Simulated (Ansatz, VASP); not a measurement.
## One calculation of Sb, two programs

File INCAR:

```
SYSTEM = Sb
  ALGO = Normal
  EDIFF = 1E-6
  ENCUT = 520
  GGA = PE
  ISIF = 2
  ISMEAR = -1
  LASPH = .TRUE.
  LCHARG = .FALSE.
  LREAL = .FALSE.
  LWAVE = .FALSE.
  NBANDS = 8
  NELM = 80
  PREC = Accurate
  SIGMA = 0.05
```

Contents of KPOINTS:

```
k-points
0
G
  19 19 19
  0 0 0
```

The input POSCAR:

```
Sb
1.0
   -1.5174385806      1.5174385806      2.5004967973
    1.5174385806     -1.5174385806      2.5004967973
    1.5174385806      1.5174385806     -2.5004967973
Sb
1
Direct
    0.0000000000      0.0000000000      0.0000000000
```

Input for Ansatz:

```yaml
crystal:
  lattice:
    - [-1.5174385806, 1.5174385806, 2.5004967973]
    - [1.5174385806, -1.5174385806, 2.5004967973]
    - [1.5174385806, 1.5174385806, -2.5004967973]
  atoms:
    - { symbol: Sb, position: [0.0, 0.0, 0.0] }
kpoints:
  mp_grid: { grid: [19, 19, 19] }
scf:
  occupations: { method: fermi_dirac, width: 0.05 }
hamiltonian:
  xc: pbe
  pseudopotentials: { kind: all_electron, lapw: { basis_error: 0.00025 } }
output:
  forces: true
  stress: true
  eigenvalues: true
```

Change from the starting cell: volume scaled by 1.025.

Alike in both runs: task single point; functional PBE; k mesh 19 × 19 × 19; occupations fermi-dirac, width 0.05 eV; no spin polarisation.

|  | VASP | Ansatz |
| --- | --- | --- |
| version | VASP 6.6.1 | Ansatz 0.2.0 |
| potentials or method | VASP PAW PBE potentials, release 64 (Sb), cutoff 520 eV | all-electron LAPW, scalar-relativistic |

```csv
,VASP,Ansatz,Ansatz less VASP
pressure (GPa),16.0,16.0,+0.06
"traceless stress, the component that is largest in VASP (GPa)",-1.21,-1.14,+0.072
```

Ansatz ran all-electron here, and VASP with PAW potentials.

Neither program's run includes spin-orbit coupling.
